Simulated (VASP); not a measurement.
Set up this calculation in VASP 6.6.1, as the native input.

| Quantity | Value |
| --- | --- |
| Task | single point |
| Functional | PBE |
| Potentials or basis | VASP PAW PBE potentials, release 64 (Mg, Cd, O) |
| Cutoff | 600 eV |
| k mesh | 8 × 8 × 8 |
| Occupations | gaussian, width 0.1 eV |
| Spin | no spin polarisation |
| Dipole correction | no |
| Further INCAR settings | ALGO = Normal; EDIFF = 1e-06; NBANDS = 30 |

The structure of MgCd3O lies in POSCAR:

```
MgCd3O
1.0
    4.7024537651      0.0000000000      0.0000000000
    0.0000000000      4.7024537651      0.0000000000
    0.0000000000      0.0000000000      4.7024537651
Mg Cd O
1 3 1
Direct
    0.5000000000      0.5000000000      0.5000000000
    0.5000000000      0.0000000000      0.0000000000
    0.0000000000      0.5000000000      0.0000000000
    0.0000000000      0.0000000000      0.5000000000
    0.0000000000      0.0000000000      0.0000000000
```

The cell was generated, and may not be a known phase.

One way to write it, as run:

INCAR

```
ALGO = Normal
EDIFF = 1E-6
ENCUT = 600
GGA = PE
GGA_COMPAT = F
ISIF = 2
ISMEAR = 0
LASPH = T
LCHARG = T
LELF = T
LREAL = F
LVHAR = T
LWAVE = F
NBANDS = 30
NELM = 120
PREC = Accurate
SIGMA = 0.1
```

KPOINTS

```
k-points
0
Gamma
  8 8 8
```

Potentials or basis: VASP PAW PBE potentials, release 64 (Mg, Cd, O).

Run with:

```bash
$ cat potpaw_PBE.64/Mg/POTCAR potpaw_PBE.64/Cd/POTCAR potpaw_PBE.64/O/POTCAR > POTCAR
$ mpirun -np 1 vasp_std > vasp.out
```

Results of the run:

- Pressure: 0.3 GPa
- Band gap on the k mesh: zero (bands 22 and 23 overlap by 1.71 eV)

Wall time 58 s on 1 thread of Intel(R) Xeon(R) 6975P-C (Granite Rapids), with other jobs on the host, peak memory 0.31 GiB.
